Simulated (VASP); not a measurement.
Input of a VASP 6.6.1 run:

The input INCAR:

```
PREC     = Accurate       # precision mode
ENCUT    = 520            # plane-wave cutoff, eV
EDIFF    = 1E-7           # SCF threshold, eV
ISMEAR   = -1             # smearing method
SIGMA    = 0.02           # smearing width, eV
LREAL    = F              # projectors in reciprocal space
LASPH    = T              # aspherical terms in the spheres
NELM     = 100            # most SCF steps
ALGO     = Normal         # electronic algorithm
ISIF     = 2              # what is computed and relaxed
LWAVE    = F              # write WAVECAR
LCHARG   = F              # write CHGCAR
GGA      = PE             # functional
NBANDS   = 15             # bands
```

The input KPOINTS:

```
regular mesh
0
Gamma
  8 8 8
```

POSCAR

```
BaS
1.0
    0.0000000000      3.0979375000      3.1937500000
    3.0979375000      0.0000000000      3.1937500000
    3.0979375000      3.0979375000      0.0000000000
Ba S
1 1
Direct
    0.0000000000      0.0000000000      0.0000000000
    0.5000000000      0.5000000000      0.5000000000
```

Potentials or basis: VASP PAW PBE potentials, release 64 (Ba_sv, S).

Command:

```console
$ cat potpaw_PBE.64/Ba_sv/POTCAR potpaw_PBE.64/S/POTCAR > POTCAR
$ mpirun -np 1 vasp_std > vasp.out
```

Question: What does it give for the band gap on the k mesh?

Answer: 1.95 eV (least direct gap 2.03 eV).

Question: Estimate the pressure.

Answer: 4.9 GPa.

Stress tensor (GPa, compression positive):
```
6.02 0.00 0.00
0.00 6.02 0.00
0.00 0.00 2.58
```

Caveat: the cell differs from its parent crystal (equal xx and yy strain of -3 %); the cell stands under pressure; spin-orbit coupling is left out, which moves the levels of the heavy elements. A k mesh can miss the band edges.
